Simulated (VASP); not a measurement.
Set up this calculation in VASP 6.6.1, as the native input.

| Property | Result |
| --- | --- |
| Task | single point |
| Functional | PBE |
| Potentials or basis | VASP PAW PBE potentials, release 64 (C) |
| Cutoff | 520 eV |
| k mesh | 14 × 14 × 4 |
| Occupations | fermi-dirac, width 0.05 eV |
| Spin | no spin polarisation |
| Dipole correction | no |
| Further INCAR settings | ALGO = Normal; EDIFF = 1e-06; NBANDS = 16 |

The structure of C lies in POSCAR:

```
C
1.0
    2.5615263890      0.0000000000      0.0000000000
   -1.2807631945      2.2183469253      0.0000000000
    0.0000000000      0.0000000000      8.8550049752
C
4
Direct
    1.0000000000      1.0000000000      0.2500000000
    0.0000000000      0.0000000000      0.7500000000
    0.3333333333      0.6666666667      0.2500000000
    0.6666666667      0.3333333333      0.7500000000
```

This cell differs from its parent crystal: volume scaled by 1.12.

The input as run:

INCAR

```
  PREC = Accurate
  ENCUT = 520
  EDIFF = 1E-6
  ISMEAR = -1
  SIGMA = 0.05
  LREAL = F
  LASPH = T
  NELM = 100
  ALGO = Normal
  ISIF = 2
  LWAVE = F
  LCHARG = F
  GGA = PE
  NBANDS = 16
```

KPOINTS

```
Automatic mesh
0
Gamma
  14 14 4
```

Potentials or basis: VASP PAW PBE potentials, release 64 (C).

The run is started by

```console
$ cat potpaw_PBE.64/C/POTCAR > POTCAR
$ mpirun -np 1 vasp_std > vasp.out
```

Results of the run:

| Quantity | Value |
| --- | --- |
| Pressure | -19.7 GPa |
| Band gap on the k mesh | 1.03 eV, direct |

Caveat: this functional lacks dispersion, which binds the layers, so the pressure and a relaxed spacing across them are unreliable.

Wall time 84 s on 1 thread of Intel(R) Xeon(R) Platinum 8259CL CPU @ 2.50GHz (Skylake/Cascade Lake) (shared host), peak memory 0.18 GiB.
